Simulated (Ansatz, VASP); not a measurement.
## Two plane-wave programs on Ba

```
Ba
1.0
    -2.37894    2.37894    2.37894
     2.37894   -2.37894    2.37894
     2.37894    2.37894   -2.37894
Ba
1
Direct
  0.00000 0.00000 0.00000
```

Alike in both runs: task single point; functional LDA; k mesh 3 × 3 × 3; occupations fermi-dirac, width 0.1 eV; no spin polarisation.

|  | VASP | Ansatz |
| --- | --- | --- |
| version | VASP 6.6.1 | Ansatz 0.2.0 |
| potentials or method | VASP PAW LDA potentials, release 64 (Ba_sv), cutoff 520 eV | plane waves (420 eV) with PAW, scalar-relativistic |
| valence electrons in the cell | 10 | 10 |

Ansatz gave:

- pressure (GPa): -1.3

Question: Estimate VASP's values.

Answer: Pressure (GPa): -1.1.

Ansatz warns that its potentials were made for another functional, while VASP's fit it. LDA's correlation is that of Perdew and Zunger in VASP and of Perdew and Wang (1992) in Ansatz.

The k mesh is coarse, so the values compare programs but aren't converged. Neither program's run includes spin-orbit coupling.
